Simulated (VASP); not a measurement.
# SbAs in VASP: a series of runs

SbAs is run at these levels: PBE+D3(BJ); tasks: single point.

Everything below comes from runs of VASP 6.6.1. Logs are shortened: lines on timing, memory, paths and dates and some standing lists are left out, and cuts for length are marked.

## 1. The cell of the first run

The cell holds a sheet with vacuum, 4 atoms: a = 4.207 Å, b = 4.207 Å, c = 21.000 Å, α = 90.00°, β = 90.00°, γ = 120.00°.

## 2. Single point, PBE+D3(BJ)

Contents of INCAR:

```
  PREC = Accurate
  ENCUT = 520
  EDIFF = 1E-7
  ISMEAR = 0
  SIGMA = 0.1
  LREAL = False
  LASPH = True
  NELM = 80
  ALGO = Normal
  ISIF = 2
  LWAVE = False
  LCHARG = False
  LDIPOL = True
  IDIPOL = 3
  DIPOL = 0.5 0.5 0.500
  GGA = PE
  IVDW = 12
  NBANDS = 18
```

Contents of KPOINTS:

```
regular mesh
0
Gamma
  6 6 1
```

Contents of POSCAR:

```
SbAs
1.0
    4.2070712900      0.0000000000      0.0000000000
   -2.1035356500      3.6434314800      0.0000000000
    0.0000000000      0.0000000000     21.0000000000
Sb As
2 2
Direct
    0.0000000000      0.0000000000      0.3568822400
    0.3333333300      0.6666666700      0.5771428600
    0.3333333300      0.6666666700      0.4228571400
    0.0000000000      0.0000000000      0.6431177600
```

Potentials or basis: VASP PAW PBE potentials, release 64 (Sb, As).

On the command line:

```console
$ cat potpaw_PBE.64/Sb/POTCAR potpaw_PBE.64/As/POTCAR > POTCAR
$ mpirun -np 1 vasp_std > vasp.out
```

OUTCAR:

```text
PREC = Accurate
   ENCUT = 520
   EDIFF = 1E-7
   ISMEAR = 0
   LREAL = False
   LASPH = True
   NELM = 80
   ISIF = 2
   GGA = PE
   IVDW = 12
 IVDW          = 12

 ion  position               nearest neighbor table
   1  0.000  0.000  0.357-   3 2.80   3 2.80   3 2.80
   2  0.333  0.667  0.577-   4 2.80   4 2.80   4 2.80   3 3.24
   3  0.333  0.667  0.423-   1 2.80   1 2.80   1 2.80   2 3.24
   4  0.000  0.000  0.643-   2 2.80   2 2.80   2 2.80

  LATTYP: Found a hexagonal cell.
 ALAT       =     4.2070712900
 C/A-ratio  =     4.9915959470

  Lattice vectors:

 A1 = (   4.2070712900,   0.0000000000,   0.0000000000)
 A2 = (  -2.1035356500,   3.6434314800,   0.0000000000)
 A3 = (   0.0000000000,   0.0000000000,  21.0000000000)

Analysis of symmetry for initial positions (statically):
=====================================================================
 Subroutine PRICEL returns:
 Original cell was already a primitive cell.

 Routine SETGRP: Setting up the symmetry group for a
 hexagonal supercell.

 Subroutine GETGRP returns: Found  6 space group operations
 (whereof  6 operations were pure point group operations)
 out of a pool of 24 trial point group operations.

The static configuration has the point symmetry C_3v.

Analysis of symmetry for dynamics (positions and initial velocities):
=====================================================================
 Subroutine PRICEL returns:
 Original cell was already a primitive cell.

 Routine SETGRP: Setting up the symmetry group for a
 hexagonal supercell.

 Subroutine GETGRP returns: Found  6 space group operations
 (whereof  6 operations were pure point group operations)
 out of a pool of 24 trial point group operations.

The dynamic configuration has the point symmetry C_3v.

 Subroutine INISYM returns: Found  6 space group operations
 (whereof  6 operations are pure point group operations),
 and found     1 'primitive' translations

----------------------------------------------------------------------------------------

                                     Primitive cell

  volume of cell :     321.8917

  direct lattice vectors                    reciprocal lattice vectors
     4.207071290  0.000000000  0.000000000     0.237695045  0.137233266  0.000000000
    -2.103535650  3.643431480  0.000000000     0.000000000  0.274466531  0.000000000
     0.000000000  0.000000000 21.000000000     0.000000000  0.000000000  0.047619048

  length of vectors
     4.207071290  4.207072044 21.000000000     0.274466580  0.274466531  0.047619048

  position of ions in fractional coordinates (direct lattice)
     0.000000000  0.000000000  0.356882240
     0.333333330  0.666666670  0.577142860
     0.333333330  0.666666670  0.422857140
     0.000000000  0.000000000  0.643117760

  ion indices of the primitive-cell ions
   primitive index   ion index
                 1           1
                 2           2
                 3           3
                 4           4

----------------------------------------------------------------------------------------

 KPOINTS: regular mesh

Automatic generation of k-mesh.
 Grid dimensions read from file:
 generate k-points for:    6    6    1

 Generating k-lattice:

  Cartesian coordinates                     Fractional coordinates (reciprocal lattice)
     0.039615841  0.022872211  0.000000000     0.166666667  0.000000000  0.000000000
     0.000000000  0.045744422  0.000000000     0.000000000  0.166666667  0.000000000
     0.000000000  0.000000000  0.047619048     0.000000000  0.000000000  1.000000000

  Length of vectors
     0.045744430  0.045744422  0.047619048

  Shift w.r.t. Gamma in fractional coordinates (k-lattice)
     0.000000000  0.000000000  0.000000000

 Subroutine IBZKPT returns following result:
 ===========================================

 Found      7 irreducible k-points:

 Following reciprocal coordinates:
            Coordinates               Weight
  0.000000  0.000000  0.000000      1.000000
  0.166667  0.000000  0.000000      6.000000
  0.333333  0.000000  0.000000      6.000000
  0.500000  0.000000  0.000000      3.000000
  0.166667  0.166667  0.000000      6.000000
  0.333333  0.166667  0.000000     12.000000
  0.333333  0.333333  0.000000      2.000000
   k-points           NKPTS =      7   k-points in BZ     NKDIM =      7   number of bands    NBANDS=     18
   number of dos      NEDOS =    301   number of ions     NIONS =      4
   total plane-waves  NPLWV = 163840
   dimension x,y,z NGX =    32 NGY =   32 NGZ =  160
   dimension x,y,z NGXF=    64 NGYF=   64 NGZF=  320
   ions per type =               2   2
   NGX,Y,Z   is equivalent  to a cutoff of  12.65, 12.65, 12.67 a.u.
   NGXF,Y,Z  is equivalent  to a cutoff of  25.29, 25.29, 25.33 a.u.
 SYSTEM =  unknown system
   PREC   = accura    normal or accurate (medium, high low for compatibility)
   ISTART =      0    job   : 0-new  1-cont  2-samecut
   ICHARG =      2    charge: 1-file 2-atom 10-const
   ISPIN  =      1    spin polarized calculation?
   LNONCOLLINEAR =      F non collinear calculations
   LSORBIT =      F    spin-orbit coupling
   LASPH  =      T    aspherical Exc in radial PAW
   ENCUT  =  520.0 eV  38.22 Ry    6.18 a.u.   7.82  7.82 39.05*2*pi/ulx,y,z
   NELM   =     80;   NELMIN=  2; NELMDL= -5     # of ELM steps
   EDIFF  = 0.1E-06   stopping-criterion for ELM
   LREAL  =      F    real-space projection
   EDIFFG = 0.1E-05   stopping-criterion for IOM
   NSW    =      0    number of steps for IOM
   IBRION =     -1    ionic relax: 0-MD 1-quasi-New 2-CG
   NFREE  =      0    steps in history (QN), initial steepest desc. (CG)
   ISIF   =      2    stress and relaxation
   ISYM   =      2    0-nonsym 1-usesym 2-fastsym
   POTIM  = 0.5000    time-step for ionic-motion
   TEBEG  =    0.0;   TEEND  =   0.0 temperature during run
   PSTRESS=    0.0 pullay stress
   NELECT =      20.0000    total number of electrons
   NUPDOWN=      -1.0000    fix difference up-down
   EMIN   =  10.00;   EMAX   =-10.00  energy-range for DOS
   EFERMI =   0.00;   METHOD = LEGACY
   ISMEAR =     0;   SIGMA  =   0.10  broadening in eV -4-tet -1-fermi 0-gaus
   EFERMI_NEDOS =   21; number of points for ismear=-14 and -15
   IALGO  =     38    algorithm
   IMIX   =      4    mixing-type and parameters
     AMIX     =   0.40;   BMIX     =  1.00
     AMIX_MAG =   1.60;   BMIX_MAG =  1.00
  volume/ion in A,a.u.               =      80.47       543.06
  Fermi-wavevector in a.u.,A,eV,Ry     =   0.648408  1.225313  5.720334  0.420433
  Thomas-Fermi vector in A             =   1.717031
   LORBIT       =      0    0 simple, 1 ext, 2 COOP (PROOUT), +10 PAW based schemes
   GGA     = PE    functional components
   LHFCALC =     F    Hartree Fock is set to
   AEXX    =    0.0000 exact exchange contribution
   IVDW    =    12    specifies the selected vdW correction
   LEPSILON=     F    determine dielectric tensor
   LRPA    =     F    only Hartree local field effects (RPA)
 non-spin polarized calculation
 Gauss-broadening in eV      SIGMA  =   0.10
  energy-cutoff  :      520.00
  volume of cell :      321.89
 maximum number of plane-waves:      8694
 NGX is ok and might be reduce to    32
   NGX = 15   NGY = 15   NGZ = 79

 dipolmoment           0.000000      0.000000     -0.036111 electrons x Angstroem

 number of electron      20.0000000 magnetization

 dipolmoment           0.000000      0.000000      0.036783 electrons x Angstroem

 Free energy of the ion-electron system (eV)
  ---------------------------------------------------
  ext. energy  EPLUGINS =         0.00000000
  ---------------------------------------------------
  free energy    TOTEN  =       -16.89408631 eV

  energy without entropy =      -16.88422317  energy(sigma->0) =      -16.88915474

 E-fermi :  -0.7752     XC(G=0):  -4.1033

 val. band max:       -0.8284397207   @ k =   0.1667   0.0000   0.0000
 cond. band min:      -0.6643137064   @ k =   0.3333   0.0000   0.0000
 fundamental gap:      0.1641260143
 Fermi energy:        -0.7751540607

 k-point     1 :       0.0000    0.0000    0.0000
  band No.  band energies     occupation
      1     -13.4003      2.00000
      2     -13.1560      2.00000
      3      -8.6248      2.00000
      4      -7.7348      2.00000
      5      -2.5894      2.00000
      6      -2.5333      2.00000
      7      -2.5333      2.00000
      8      -2.3135      2.00000
      9      -2.3135      2.00000
     10      -1.3249      2.00000
     11      -1.2670      2.00000
     12       0.1774      0.00000
     13       0.6704      0.00000
     14       0.6704      0.00000
     15       1.0242      0.00000
     16       1.0242      0.00000
     17       2.9180      0.00000
     18       3.4091      0.00000

 k-point     2 :       0.1667    0.0000    0.0000
  band No.  band energies     occupation
      1     -13.1622      2.00000
      2     -12.9132      2.00000
      3      -8.7530      2.00000
      4      -8.0059      2.00000
      5      -4.0454      2.00000
      6      -3.4798      2.00000
      7      -2.9383      2.00000
      8      -2.7209      2.00000
      9      -2.4435      2.00000
     10      -0.8284      1.54889
     11      -0.4675      0.00001
     12       0.2684      0.00000
     13       0.6846      0.00000
     14       1.0987      0.00000
     15       1.4095      0.00000
     16       1.5505      0.00000
     17       3.2253      0.00000
     18       3.6825      0.00000

 k-point     3 :       0.3333    0.0000    0.0000
  band No.  band energies     occupation
      1     -12.5214      2.00000
      2     -12.2570      2.00000
      3      -9.3578      2.00000
      4      -8.9207      2.00000
      5      -4.8967      2.00000
      6      -4.0418      2.00000
      7      -3.5208      2.00000
      8      -3.3063      2.00000
      9      -2.9125      2.00000
     10      -1.6192      2.00000
     11      -0.6643      0.11699
     12       0.2072      0.00000
     13       1.1298      0.00000
     14       1.5156      0.00000
     15       2.1951      0.00000
     16       2.3916      0.00000
     17       3.8700      0.00000
     18       4.3700      0.00000

 k-point     4 :       0.5000    0.0000    0.0000
  band No.  band energies     occupation
      1     -11.9920      2.00000
      2     -11.7139      2.00000
      3      -9.9466      2.00000
      4      -9.6832      2.00000
      5      -4.9002      2.00000
      6      -3.9749      2.00000
      7      -3.7522      2.00000
      8      -3.5387      2.00000
      9      -3.3833      2.00000
     10      -2.1352      2.00000
     11      -0.5511      0.00153
     12       0.1186      0.00000
     13       0.8660      0.00000
     14       1.5807      0.00000
     15       2.3612      0.00000
     16       2.5001      0.00000
     17       3.8340      0.00000
     18       5.0830      0.00000

 k-point     5 :       0.1667    0.1667    0.0000
  band No.  band energies     occupation
      1     -12.7159      2.00000
      2     -12.4567      2.00000
      3      -9.1320      2.00000
      4      -8.6123      2.00000
      5      -4.6375      2.00000
      6      -3.9118      2.00000
      7      -3.7997      2.00000
      8      -3.6632      2.00000
      9      -2.6037      2.00000
     10      -1.1215      2.00000
     11       0.3037      0.00000
     12       0.4764      0.00000
     13       0.8901      0.00000
     14       1.2336      0.00000
     15       1.6148      0.00000
     16       2.2591      0.00000
     17       3.6372      0.00000
     18       4.0816      0.00000

 k-point     6 :       0.3333    0.1667    0.0000
  band No.  band energies     occupation
      1     -12.0230      2.00000
      2     -11.7449      2.00000
      3      -9.8572      2.00000
      4      -9.5735      2.00000
      5      -4.8903      2.00000
      6      -4.4839      2.00000
      7      -4.3433      2.00000
      8      -3.4749      2.00000
      9      -3.1566      2.00000
     10      -1.9315      2.00000
     11       0.3032      0.00000
     12       0.6624      0.00000
     13       1.2384      0.00000
     14       1.3840      0.00000
     15       1.7160      0.00000
     16       2.7022      0.00000
     17       4.1162      0.00000
     18       4.8796      0.00000

 k-point     7 :       0.3333    0.3333    0.0000
  band No.  band energies     occupation
      1     -11.6453      2.00000
      2     -11.3677      2.00000
      3     -10.0998      2.00000
      4     -10.0920      2.00000
      5      -5.2427      2.00000
      6      -5.0004      2.00000
      7      -4.2666      2.00000
      8      -3.4544      2.00000
      9      -3.0142      2.00000
     10      -2.3340      2.00000
     11       0.0143      0.00000
     12       1.0731      0.00000
     13       1.5268      0.00000
     14       1.5447      0.00000
     15       2.4813      0.00000
     16       3.0630      0.00000
     17       4.9213      0.00000
     18       5.0479      0.00000

------------------------ aborting loop because EDIFF is reached ----------------------------------------

 vacuum level on the upper side and lower side of the slab       (xc-potential included)         0.111        -0.281

 Edisp (eV)   -0.97265

 E8    (eV) :    -0.4470

  FORCE on cell =-STRESS in cart. coord.  units (eV):
  Direction    XX          YY          ZZ          XY          YZ          ZX
  --------------------------------------------------------------------------------------
  -------------------------------------------------------------------------------------
  Total      -4.82963    -4.82963     0.23319     0.00000    -0.00000     0.00000
  in kB     -24.03890   -24.03891     1.16068     0.00000    -0.00000     0.00000
  external pressure =      -15.64 kB  Pullay stress =        0.00 kB

 VOLUME and BASIS-vectors are now :
 -----------------------------------------------------------------------------
  energy-cutoff  :      520.00
  volume of cell :      321.89
      direct lattice vectors                 reciprocal lattice vectors
     4.207071290  0.000000000  0.000000000     0.237695045  0.137233266  0.000000000
    -2.103535650  3.643431480  0.000000000     0.000000000  0.274466531  0.000000000
     0.000000000  0.000000000 21.000000000     0.000000000  0.000000000  0.047619048

 POSITION                                       TOTAL-FORCE (eV/Angst)
 -----------------------------------------------------------------------------------
      0.00000      0.00000      7.49453         0.000000     -0.000000      0.048724
     -0.00000      2.42895     12.12000        -0.000000      0.000000      0.292041
     -0.00000      2.42895      8.88000        -0.000000      0.000000     -0.203946
      0.00000      0.00000     13.50547         0.000000     -0.000000     -0.136820
 -----------------------------------------------------------------------------------
    total drift:                                0.000008     -0.000005     -0.000234

  FREE ENERGIE OF THE ION-ELECTRON SYSTEM (eV)
  ---------------------------------------------------
  free  energy   TOTEN  =       -17.8667379855 eV

  energy  without entropy=      -17.8568748538  energy(sigma->0) =      -17.86180642

 vacuum level on the upper side and lower side of the slab         3.673         3.266
```

Run time: 70 s. Hardware: 1 thread of Intel Xeon Platinum 8488C (Sapphire Rapids), shared host; peak memory 0.4 GiB.

Results:

```
Free energy                : -17.8667 eV
Largest force              : 0.292 eV/Å
Band gap on the k mesh     : zero (bands 10 and 11 overlap by 0.44 eV)
Dispersion energy per atom : -0.243 eV
```

Forces in eV/Å, atoms in the order of the input:
```
Sb   0.000  0.000  0.049
Sb   0.000  0.000  0.292
As   0.000  0.000 -0.204
As   0.000  0.000 -0.137
```

Levels at points of the mesh, in eV from the Fermi level:
```csv
k point,band 7,band 8,band 9,band 10,band 11,band 12,band 13,band 14
"(0.00, 0.00, 0.00)",-1.76,-1.54,-1.54,-0.55,-0.49,0.95,1.45,1.45
"(0.50, 0.00, 0.00)",-2.98,-2.76,-2.61,-1.36,0.22,0.89,1.64,2.36
```

Caveat: spin-orbit coupling is left out, which moves the levels of the heavy elements.

(Continued in part 2 of 2.)

The gap in the log of VASP goes by the Fermi energy; the results here count the filled bands.